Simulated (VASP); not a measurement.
Wanted: the native input for a VASP 6.6.1 run.

* Task: single point
* Functional: PBEsol
* Potentials or basis: VASP PAW PBE potentials, release 64 (Ca_sv)
* Cutoff: 520 eV
* k mesh: 8 × 8 × 8
* Occupations: fermi-dirac, width 0.1 eV
* Spin: no spin polarisation
* Dipole correction: no
* Further INCAR settings: ALGO = Normal; EDIFF = 1e-07; NBANDS = 17

The structure of Ca lies in POSCAR:

```
Ca
1.0
    0.0000000000      4.0895907640      4.0895907640
    4.0895907640      0.0000000000      4.0895907640
    4.0895907640      4.0895907640      0.0000000000
Ca
2
Direct
    0.1250000000      0.1250000000      0.1250000000
    0.8750000000      0.8750000000      0.8750000000
```

This isn't the form of Ca at room conditions, which is fcc.

One way to write it, as run:

INCAR

```
SYSTEM = Ca
PREC = Accurate
ENCUT = 520
EDIFF = 1E-7
ISMEAR = -1
SIGMA = 0.1
LREAL = .FALSE.
LASPH = .TRUE.
NELM = 100
ALGO = Normal
ISIF = 2
LWAVE = .FALSE.
LCHARG = .TRUE.
GGA = PS
LELF = .TRUE.
LVHAR = .TRUE.
NBANDS = 17
```

KPOINTS

```
Automatic mesh
0
G
  8 8 8
  0 0 0
```

Potentials or basis: VASP PAW PBE potentials, release 64 (Ca_sv).

Command:

```sh
$ cat potpaw_PBE.64/Ca_sv/POTCAR > POTCAR
$ mpirun -np 1 vasp_std > vasp.out
```

Results of the run:

The pressure is 0.4 GPa and the band gap on the k mesh is zero (bands 10 and 11 overlap by 0.94 eV).

Caveat: the PAW data sets were made with another functional, which shifts forces and pressure a little.

Run time: 34 s on 1 thread of Intel(R) Xeon(R) 6975P-C (Granite Rapids), on a shared host, peak memory 0.32 GiB.
